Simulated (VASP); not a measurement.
Set up this calculation in VASP 6.6.1, as the native input.

```
Task                   : single point
Functional             : PBE
Potentials or basis    : VASP PAW PBE potentials, release 64 (Si, O)
Cutoff                 : 520 eV
k mesh                 : 4 × 4 × 4
Occupations            : gaussian, width 0.1 eV
Spin                   : no spin polarisation
Dipole correction      : no
Further INCAR settings : ALGO = Normal; EDIFF = 1e-06; NBANDS = 44
```

The structure of SiO2 lies in POSCAR:

```
SiO2
1.0
    6.1034613713      0.0000000000      0.0000000000
    0.0000000000      6.1034613713      0.0000000000
    0.0000000000      0.0000000000      4.7645376934
Si O
4 8
Direct
    0.3463542797      0.0000000000      0.7500000000
    0.6536457203      0.0000000000      0.2500000000
    0.0000000000      0.3463542797      0.0000000000
    0.0000000000      0.6536457203      0.5000000000
    0.5000000000      0.0984446783      0.5000000000
    0.5000000000     -0.0984446783      0.0000000000
    0.1962045400      0.1962045400      0.8750000000
    0.1962045400      0.8037954600      0.6250000000
    0.8037954600      0.1962045400      0.1250000000
    0.8037954600      0.8037954600      0.3750000000
   -0.0984446783      0.5000000000      0.7500000000
    0.0984446783      0.5000000000      0.2500000000
```

The cell was built from a structure type or drawn by symmetry, and may not be a known phase.

One way to write it, as run:

INCAR

```
SYSTEM = SiO2
PREC = Accurate
ENCUT = 520
EDIFF = 1E-6
ISMEAR = 0
SIGMA = 0.1
LREAL = .False.
LASPH = .True.
NELM = 100
ALGO = Normal
ISIF = 2
LWAVE = .False.
LCHARG = .False.
GGA = PE
NBANDS = 44
```

KPOINTS

```
regular mesh
0
Gamma
  4 4 4
  0 0 0
```

Potentials or basis: VASP PAW PBE potentials, release 64 (Si, O).

Run with:

```bash
$ cat potpaw_PBE.64/Si/POTCAR potpaw_PBE.64/O/POTCAR > POTCAR
$ mpirun -np 1 vasp_std > vasp.out
```

It gave:

The pressure is -0.1 GPa. The largest force is 0.027 eV/Å. The band gap on the k mesh is 5.51 eV.

Run time: 62 s on 1 thread of Intel(R) Xeon(R) 6975P-C (Granite Rapids), on a shared host, peak memory 0.31 GiB.
